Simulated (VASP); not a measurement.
# C (Fd-3m) in VASP: notebook

Runs on C. Level: PBE. Tasks: single point.

Program: VASP 6.6.1. These are calculated values, not measurements. Logs are shortened: lines on timing, memory, paths and dates and some standing lists are left out, and cuts for length are marked.

**1. The cell of the first run**

The structure is cubic, space group Fd-3m (No. 227). The conventional cell has a = 3.572 Å, b = 3.572 Å, c = 3.572 Å, α = 90.00°, β = 90.00°, γ = 90.00°. Within 2.1 Å of C (site symmetry -43m) lie 4 C at 1.55 Å.

**2. Single point, PBE**

INCAR reads:

```
SYSTEM = C
PREC = Accurate
ENCUT = 520
EDIFF = 1E-7
ISMEAR = -1
SIGMA = 0.05
LREAL = .False.
LASPH = .True.
NELM = 60
ALGO = Normal
ISIF = 2
LWAVE = .False.
LCHARG = .False.
GGA = PE
NBANDS = 11
```

KPOINTS reads:

```
Automatic mesh
0
Gamma
  10 10 10
  0 0 0
```

POSCAR reads:

```
C
1.0
    0.0000000000      1.7858320439      1.7858320439
    1.7858320439      0.0000000000      1.7858320439
    1.7858320439      1.7858320439      0.0000000000
C
2
Direct
    0.0000000000      0.0000000000      0.0000000000
    0.2500000000      0.2500000000      0.2500000000
```

Potentials or basis: VASP PAW PBE potentials, release 64 (C).

Command:

```bash
> cat potpaw_PBE.64/C/POTCAR > POTCAR
> mpirun -np 1 vasp_std > vasp.out
```

OUTCAR:

```text
SYSTEM = C
   PREC = Accurate
   ENCUT = 520
   EDIFF = 1E-7
   ISMEAR = -1
   LREAL = .False.
   LASPH = .True.
   NELM = 60
   ISIF = 2
   GGA = PE

 ion  position               nearest neighbor table
   1  0.000  0.000  0.000-   2 1.55   2 1.55   2 1.55   2 1.55
   2  0.250  0.250  0.250-   1 1.55   1 1.55   1 1.55   1 1.55

  LATTYP: Found a face centered cubic cell.
 ALAT       =     3.5716640878

  Lattice vectors:

 A1 = (   0.0000000000,   1.7858320439,   1.7858320439)
 A2 = (   1.7858320439,   0.0000000000,   1.7858320439)
 A3 = (   1.7858320439,   1.7858320439,   0.0000000000)

Analysis of symmetry for initial positions (statically):
=====================================================================
 Subroutine PRICEL returns:
 Original cell was already a primitive cell.

 Routine SETGRP: Setting up the symmetry group for a
 face centered cubic supercell.

 Subroutine GETGRP returns: Found 48 space group operations
 (whereof 24 operations were pure point group operations)
 out of a pool of 48 trial point group operations.

The static configuration has the point symmetry T_d .
 The point group associated with its full space group is O_h .

Analysis of symmetry for dynamics (positions and initial velocities):
=====================================================================
 Subroutine PRICEL returns:
 Original cell was already a primitive cell.

 Routine SETGRP: Setting up the symmetry group for a
 face centered cubic supercell.

 Subroutine GETGRP returns: Found 48 space group operations
 (whereof 24 operations were pure point group operations)
 out of a pool of 48 trial point group operations.

The dynamic configuration has the point symmetry T_d .
 The point group associated with its full space group is O_h .

 Subroutine INISYM returns: Found 48 space group operations
 (whereof 24 operations are pure point group operations),
 and found     1 'primitive' translations

----------------------------------------------------------------------------------------

                                     Primitive cell

  volume of cell :      11.3907

  direct lattice vectors                    reciprocal lattice vectors
     0.000000000  1.785832044  1.785832044    -0.279981537  0.279981537  0.279981537
     1.785832044  0.000000000  1.785832044     0.279981537 -0.279981537  0.279981537
     1.785832044  1.785832044  0.000000000     0.279981537  0.279981537 -0.279981537

  length of vectors
     2.525547897  2.525547897  2.525547897     0.484942247  0.484942247  0.484942247

  position of ions in fractional coordinates (direct lattice)
     0.000000000  0.000000000  0.000000000
     0.250000000  0.250000000  0.250000000

  ion indices of the primitive-cell ions
   primitive index   ion index
                 1           1
                 2           2

----------------------------------------------------------------------------------------

 KPOINTS: Automatic mesh

Automatic generation of k-mesh.
 Grid dimensions read from file:
 generate k-points for:   10   10   10

 Generating k-lattice:

  Cartesian coordinates                     Fractional coordinates (reciprocal lattice)
    -0.027998154  0.027998154  0.027998154     0.100000000  0.000000000  0.000000000
     0.027998154 -0.027998154  0.027998154     0.000000000  0.100000000  0.000000000
     0.027998154  0.027998154 -0.027998154     0.000000000  0.000000000  0.100000000

  Length of vectors
     0.048494225  0.048494225  0.048494225

  Shift w.r.t. Gamma in fractional coordinates (k-lattice)
     0.000000000  0.000000000  0.000000000

 Subroutine IBZKPT returns following result:
 ===========================================

 Found     47 irreducible k-points:

 Following reciprocal coordinates:
            Coordinates               Weight
  0.000000  0.000000  0.000000      1.000000
  0.100000  0.000000  0.000000      8.000000
  0.200000  0.000000  0.000000      8.000000
  0.300000  0.000000  0.000000      8.000000
  0.400000  0.000000  0.000000      8.000000
  0.500000  0.000000  0.000000      4.000000
[... 16 lines left out ...]
  0.300000  0.300000  0.000000      6.000000
  0.400000  0.300000  0.000000     24.000000
 [... further k-points ...]
   k-points           NKPTS =     47   k-points in BZ     NKDIM =     47   number of bands    NBANDS=     11
   number of dos      NEDOS =    301   number of ions     NIONS =      2
   total plane-waves  NPLWV =   8000
   dimension x,y,z NGX =    20 NGY =   20 NGZ =   20
   dimension x,y,z NGXF=    40 NGYF=   40 NGZF=   40
   ions per type =               2
   NGX,Y,Z   is equivalent  to a cutoff of  13.17, 13.17, 13.17 a.u.
   NGXF,Y,Z  is equivalent  to a cutoff of  26.33, 26.33, 26.33 a.u.
 SYSTEM =  C
   PREC   = accura    normal or accurate (medium, high low for compatibility)
   ISTART =      0    job   : 0-new  1-cont  2-samecut
   ICHARG =      2    charge: 1-file 2-atom 10-const
   ISPIN  =      1    spin polarized calculation?
   LNONCOLLINEAR =      F non collinear calculations
   LSORBIT =      F    spin-orbit coupling
   LASPH  =      T    aspherical Exc in radial PAW
   ENCUT  =  520.0 eV  38.22 Ry    6.18 a.u.   4.70  4.70  4.70*2*pi/ulx,y,z
   NELM   =     60;   NELMIN=  2; NELMDL= -5     # of ELM steps
   EDIFF  = 0.1E-06   stopping-criterion for ELM
   LREAL  =      F    real-space projection
   EDIFFG = 0.1E-05   stopping-criterion for IOM
   NSW    =      0    number of steps for IOM
   IBRION =     -1    ionic relax: 0-MD 1-quasi-New 2-CG
   NFREE  =      0    steps in history (QN), initial steepest desc. (CG)
   ISIF   =      2    stress and relaxation
   ISYM   =      2    0-nonsym 1-usesym 2-fastsym
   POTIM  = 0.5000    time-step for ionic-motion
   TEBEG  =    0.0;   TEEND  =   0.0 temperature during run
   PSTRESS=    0.0 pullay stress
   NELECT =       8.0000    total number of electrons
   NUPDOWN=      -1.0000    fix difference up-down
   EMIN   =  10.00;   EMAX   =-10.00  energy-range for DOS
   EFERMI =   0.00;   METHOD = LEGACY
   ISMEAR =    -1;   SIGMA  =   0.05  broadening in eV -4-tet -1-fermi 0-gaus
   EFERMI_NEDOS =   21; number of points for ismear=-14 and -15
   IALGO  =     38    algorithm
   IMIX   =      4    mixing-type and parameters
     AMIX     =   0.40;   BMIX     =  1.00
     AMIX_MAG =   1.60;   BMIX_MAG =  1.00
  volume/ion in A,a.u.               =       5.70        38.43
  Fermi-wavevector in a.u.,A,eV,Ry     =   1.455194  2.749918 28.811554  2.117589
  Thomas-Fermi vector in A             =   2.572257
   LORBIT       =      0    0 simple, 1 ext, 2 COOP (PROOUT), +10 PAW based schemes
   GGA     = PE    functional components
   LHFCALC =     F    Hartree Fock is set to
   AEXX    =    0.0000 exact exchange contribution
   IVDW    =     0    specifies the selected vdW correction
   LEPSILON=     F    determine dielectric tensor
   LRPA    =     F    only Hartree local field effects (RPA)
 non-spin polarized calculation
  energy-cutoff  :      520.00
  volume of cell :       11.39
 maximum number of plane-waves:       331
   NGX =  9   NGY =  9   NGZ =  9

 number of electron       7.9999999 magnetization

 Free energy of the ion-electron system (eV)
  ---------------------------------------------------
  ext. energy  EPLUGINS =         0.00000000
  ---------------------------------------------------
  free energy    TOTEN  =       -18.18569495 eV

  energy without entropy =      -18.18569495  energy(sigma->0) =      -18.18569495

 E-fermi :  10.6886     XC(G=0): -13.2301

 val. band max:        9.6701759284   @ k =   0.0000   0.0000   0.0000
 cond. band min:      13.8306742612   @ k =   0.4000   0.4000   0.0000
 fundamental gap:      4.1604983328
 Fermi energy:        10.6886246785

 k-point     1 :       0.0000    0.0000    0.0000
  band No.  band energies     occupation
      1     -11.7515      2.00000
      2       9.6702      2.00000
      3       9.6702      2.00000
      4       9.6702      2.00000
      5      15.2488      0.00000
      6      15.2488      0.00000
      7      15.2488      0.00000
      8      22.9075      0.00000
      9      28.9112      0.00000
     10      36.1593      0.00000
     11      36.1593      0.00000

 k-point     2 :       0.1000    0.0000    0.0000
  band No.  band energies     occupation
      1     -11.4754      2.00000
      2       8.0001      2.00000
      3       9.2259      2.00000
      4       9.2259      2.00000
      5      15.8326      0.00000
      6      15.8326      0.00000
      7      16.1861      0.00000
      8      23.1491      0.00000
      9      29.3561      0.00000
     10      33.6417      0.00000
     11      33.6417      0.00000

 k-point     3 :       0.2000    0.0000    0.0000
  band No.  band energies     occupation
      1     -10.6523      2.00000
      2       4.8044      2.00000
      3       8.3533      2.00000
      4       8.3533      2.00000
      5      16.9593      0.00000
      6      16.9593      0.00000
      7      17.3798      0.00000
      8      23.8200      0.00000
      9      30.1213      0.00000
     10      32.1313      0.00000
     11      32.1313      0.00000

 k-point     4 :       0.3000    0.0000    0.0000
  band No.  band energies     occupation
      1      -9.3023      2.00000
      2       1.4159      2.00000
      3       7.5654      2.00000
      4       7.5654      2.00000
      5      17.7808      0.00000
      6      17.7808      0.00000
      7      18.0569      0.00000
      8      24.6413      0.00000
      9      30.4549      0.00000
     10      32.3922      0.00000
     11      32.3922      0.00000
[... 239 lines left out ...]
 k-point    22 :      -0.2000    0.2000    0.0000
  band No.  band energies     occupation
      1      -8.8558      2.00000
      2       2.7095      2.00000
      3       3.6903      2.00000
      4       7.6928      2.00000
      5      18.1358      0.00000
      6      18.2226      0.00000
      7      20.1261      0.00000
      8      23.2716      0.00000
      9      29.6895      0.00000
     10      30.6015      0.00000
     11      33.5579      0.00000

 k-point    23 :       0.3000    0.3000    0.0000
  band No.  band energies     occupation
      1      -8.4888      2.00000
      2       3.5984      2.00000
      3       4.8046      2.00000
      4       4.8046      2.00000
      5      13.8948      0.00000
      6      18.3307      0.00000
      7      22.7213      0.00000
      8      22.7213      0.00000
      9      30.4034      0.00000
     10      32.4732      0.00000
     11      40.3582      0.00000

 k-point    24 :       0.4000    0.3000    0.0000
  band No.  band energies     occupation
      1      -7.1743      2.00000
      2       1.6305      2.00000
      3       3.7116      2.00000
      4       4.3353      2.00000
      5      14.4509      0.00000
      6      17.6723      0.00000
      7      23.7044      0.00000
      8      23.7569      0.00000
      9      31.3232      0.00000
     10      32.5056      0.00000
     11      40.3702      0.00000

 [... further k-points ...]
[... 5 lines left out ...]
  --------------------------------------------------------------------------------------
  -------------------------------------------------------------------------------------
  Total        0.0453868      0.0453868      0.0453868      0.0000000     -0.0000000     -0.0000000
  in kB        6.3839378      6.3839378      6.3839378      0.0000000     -0.0000000     -0.0000000
  external PRESSURE =       6.3839378 kB  Pullay stress =       0.0000000 kB

 VOLUME and BASIS-vectors are now :
 -----------------------------------------------------------------------------
  energy-cutoff  :      520.00
  volume of cell :       11.39
      direct lattice vectors                 reciprocal lattice vectors
     0.000000000  1.785832044  1.785832044    -0.279981537  0.279981537  0.279981537
     1.785832044  0.000000000  1.785832044     0.279981537 -0.279981537  0.279981537
     1.785832044  1.785832044  0.000000000     0.279981537  0.279981537 -0.279981537

 POSITION                                       TOTAL-FORCE (eV/Angst)
 -----------------------------------------------------------------------------------
      0.00000      0.00000      0.00000        -0.000000     -0.000000     -0.000000
      0.89292      0.89292      0.89292         0.000000      0.000000      0.000000
 -----------------------------------------------------------------------------------
    total drift:                                0.000000      0.000000      0.000000

  FREE ENERGIE OF THE ION-ELECTRON SYSTEM (eV)
  ---------------------------------------------------
  free  energy   TOTEN  =       -18.1856949494 eV

  energy  without entropy=      -18.1856949494  energy(sigma->0) =      -18.18569495
```

Run time: 6.2 s. Hardware: 1 thread of Intel Xeon Platinum 8259CL at 2.50GHz (Skylake/Cascade Lake), shared host; peak memory 0.12 GiB.

What came out:

| Quantity | Value |
| --- | --- |
| Free energy | -18.1857 eV |
| Pressure | 0.6 GPa |
| Band gap on the k mesh | 4.16 eV, indirect (least direct gap 5.58 eV) |

A k mesh can miss the band edges. PBE gaps usually lie below the measured ones, often by a third to a half.

**3. Single point, PBE**

This run uses another cell than the first one, of 5.67 Å³/atom, 0.995 times its volume.

INCAR reads:

```
SYSTEM = C
  PREC = Accurate
  ENCUT = 520
  EDIFF = 1E-7
  ISMEAR = -1
  SIGMA = 0.05
  LREAL = .FALSE.
  LASPH = .TRUE.
  NELM = 100
  ALGO = Normal
  ISIF = 2
  LWAVE = .FALSE.
  LCHARG = .FALSE.
  GGA = PE
  NBANDS = 11
```

KPOINTS reads:

```
Automatic mesh
0
G
  10 10 10
  0 0 0
```

POSCAR reads:

```
C
1.0
    0.0000000000      1.7831425579      1.7831425579
    1.7831425579      0.0000000000      1.7831425579
    1.7831425579      1.7831425579      0.0000000000
C
2
Direct
    0.0000000000      0.0000000000      0.0000000000
    0.2500000000      0.2500000000      0.2500000000
```

Potentials or basis: VASP PAW PBE potentials, release 64 (C).

Command:

```bash
> cat potpaw_PBE.64/C/POTCAR > POTCAR
> mpirun -np 1 vasp_std > vasp.out
```

It took 7 s on 1 thread of Intel Xeon Platinum 8259CL at 2.50GHz (Skylake/Cascade Lake), shared host; peak memory 0.12 GiB.

Results (log left out):

```yaml
Free_energy: -18.1851 eV
Pressure: 2.6 GPa
Band_gap_on_the_k_mesh: 4.17 eV, indirect (least direct gap 5.59 eV)
```

Levels at points of the mesh, in eV from the valence-band top:
```csv
k point,band 1,band 2,band 3,band 4,band 5,band 6,band 7,band 8
"(0.00, 0.00, 0.00)",-21.48,0.00,0.00,0.00,5.59,5.59,5.59,13.34
"(0.50, 0.00, 0.00)",-15.70,-13.38,-2.80,-2.80,8.46,8.46,8.85,15.70
"(0.50, 0.50, 0.00)",-12.77,-12.77,-6.30,-6.30,4.76,4.76,16.81,16.81
```

**4. Single point, PBE**

This run uses another cell than the first one, of 5.64 Å³/atom, 0.991 times its volume.

INCAR reads:

```
PREC = Accurate
ENCUT = 520
EDIFF = 1E-6
ISMEAR = -1
SIGMA = 0.05
LREAL = False
LASPH = True
NELM = 100
ALGO = Normal
ISIF = 2
LWAVE = False
LCHARG = False
GGA = PE
NBANDS = 11
```

KPOINTS reads:

```
Automatic mesh
0
Gamma
  10 10 10
```

POSCAR reads:

```
C
1.0
    0.0000000000      1.7804879388      1.7804879388
    1.7804879388      0.0000000000      1.7804879388
    1.7804879388      1.7804879388      0.0000000000
C
2
Direct
    0.0000000000      0.0000000000      0.0000000000
    0.2500000000      0.2500000000      0.2500000000
```

Potentials or basis: VASP PAW PBE potentials, release 64 (C).

Command:

```bash
> cat potpaw_PBE.64/C/POTCAR > POTCAR
> mpirun -np 1 vasp_std > vasp.out
```

OUTCAR:

```text
PREC = Accurate
   ENCUT = 520
   EDIFF = 1E-6
   ISMEAR = -1
   LREAL = False
   LASPH = True
   NELM = 100
   ISIF = 2
   GGA = PE

 ion  position               nearest neighbor table
   1  0.000  0.000  0.000-   2 1.54   2 1.54   2 1.54   2 1.54
   2  0.250  0.250  0.250-   1 1.54   1 1.54   1 1.54   1 1.54

  LATTYP: Found a face centered cubic cell.
 ALAT       =     3.5609758776

  Lattice vectors:

 A1 = (   0.0000000000,   1.7804879388,   1.7804879388)
 A2 = (   1.7804879388,   0.0000000000,   1.7804879388)
 A3 = (   1.7804879388,   1.7804879388,   0.0000000000)
[... 513 lines left out ...]
      7      23.9385      0.00000
      8      23.9992      0.00000
      9      31.6286      0.00000
     10      32.7755      0.00000
     11      40.6381      0.00000

 [... further k-points ...]
[... 5 lines left out ...]
  --------------------------------------------------------------------------------------
  -------------------------------------------------------------------------------------
  Total        0.3262947      0.3262947      0.3262947      0.0000000      0.0000000     -0.0000000
  in kB       46.3098582     46.3098582     46.3098582      0.0000000      0.0000000     -0.0000000
  external PRESSURE =      46.3098582 kB  Pullay stress =       0.0000000 kB

 VOLUME and BASIS-vectors are now :
 -----------------------------------------------------------------------------
  energy-cutoff  :      520.00
  volume of cell :       11.29
      direct lattice vectors                 reciprocal lattice vectors
     0.000000000  1.780487939  1.780487939    -0.280821897  0.280821897  0.280821897
     1.780487939  0.000000000  1.780487939     0.280821897 -0.280821897  0.280821897
     1.780487939  1.780487939  0.000000000     0.280821897  0.280821897 -0.280821897

 POSITION                                       TOTAL-FORCE (eV/Angst)
 -----------------------------------------------------------------------------------
      0.00000      0.00000      0.00000         0.000000      0.000000      0.000000
      0.89024      0.89024      0.89024        -0.000000     -0.000000     -0.000000
 -----------------------------------------------------------------------------------
    total drift:                                0.000000      0.000000      0.000000

  FREE ENERGIE OF THE ION-ELECTRON SYSTEM (eV)
  ---------------------------------------------------
  free  energy   TOTEN  =       -18.1838614684 eV

  energy  without entropy=      -18.1838614684  energy(sigma->0) =      -18.18386147
```

Wall time 8.4 s (1 thread of Intel Xeon Platinum 8259CL at 2.50GHz (Skylake/Cascade Lake), shared host); peak memory 0.11 GiB.

Results:

| Property | Result |
| --- | --- |
| Free energy | -18.1839 eV |
| Pressure | 4.6 GPa |
| Band gap on the k mesh | 4.18 eV, indirect (least direct gap 5.60 eV) |

A k mesh can miss the band edges.

**5. Single point, PBE**

This run uses another cell than the first one, of 5.62 Å³/atom, 0.987 times its volume.

INCAR reads:

```
SYSTEM = C
PREC     = Accurate       ! precision mode
ENCUT    = 520            ! plane-wave cutoff, eV
EDIFF    = 1E-7           ! SCF threshold, eV
ISMEAR   = -1             ! smearing method
SIGMA    = 0.05           ! smearing width, eV
LREAL    = .False.        ! projectors in reciprocal space
LASPH    = .True.         ! aspherical terms in the spheres
NELM     = 100            ! most SCF steps
ALGO     = Normal         ! electronic algorithm
ISIF     = 2              ! what is computed and relaxed
LWAVE    = .False.        ! write WAVECAR
LCHARG   = .False.        ! write CHGCAR
GGA      = PE             ! functional
NBANDS   = 11             ! bands
```

KPOINTS reads:

```
regular mesh
0
Gamma
  10 10 10
  0 0 0
```

POSCAR reads:

```
C
1.0
    0.0000000000      1.7778675941      1.7778675941
    1.7778675941      0.0000000000      1.7778675941
    1.7778675941      1.7778675941      0.0000000000
C
2
Direct
    0.0000000000      0.0000000000      0.0000000000
    0.2500000000      0.2500000000      0.2500000000
```

Command:

```bash
> cat potpaw_PBE.64/C/POTCAR > POTCAR
> mpirun -np 1 vasp_std > vasp.out
```

Run time: 8.6 s. Hardware: 1 thread of Intel Xeon Platinum 8259CL at 2.50GHz (Skylake/Cascade Lake), shared host; peak memory 0.12 GiB.

It converged, with:

```yaml
Free_energy: -18.1820 eV
Pressure: 6.6 GPa
Band_gap_on_the_k_mesh: 4.19 eV, indirect (least direct gap 5.62 eV)
```

Levels at points of the mesh, in eV from the valence-band top:
```tsv
k point	band 2	band 3	band 4	band 5	band 6	band 7
(0.00, 0.00, 0.00)	0.00	0.00	0.00	5.62	5.62	5.62
(0.50, 0.00, 0.00)	-13.48	-2.82	-2.82	8.50	8.50	8.97
(0.50, 0.50, 0.00)	-12.83	-6.35	-6.35	4.78	4.78	16.95
```

A k mesh can miss the band edges.

**6. Overview**

| cell | gap on the mesh (eV) | pressure (GPa) |
| --- | --- | --- |
| a = 2.526 Å, angles 60.0°, 2 atoms | 4.16 | 0.6 |
| a = 2.522 Å, angles 60.0°, 2 atoms | 4.17 | 2.6 |
| a = 2.518 Å, angles 60.0°, 2 atoms | 4.18 | 4.6 |
| a = 2.514 Å, angles 60.0°, 2 atoms | 4.19 | 6.6 |

Alike in all rows: task single point; level PBE; potentials or basis VASP PAW PBE potentials, release 64 (C); no spin polarisation; k mesh 10 × 10 × 10; cutoff (eV) 520; smearing fermi-dirac 0.05 eV.

Total energies depend on the potentials used, so only differences within one code and one set of settings carry meaning.
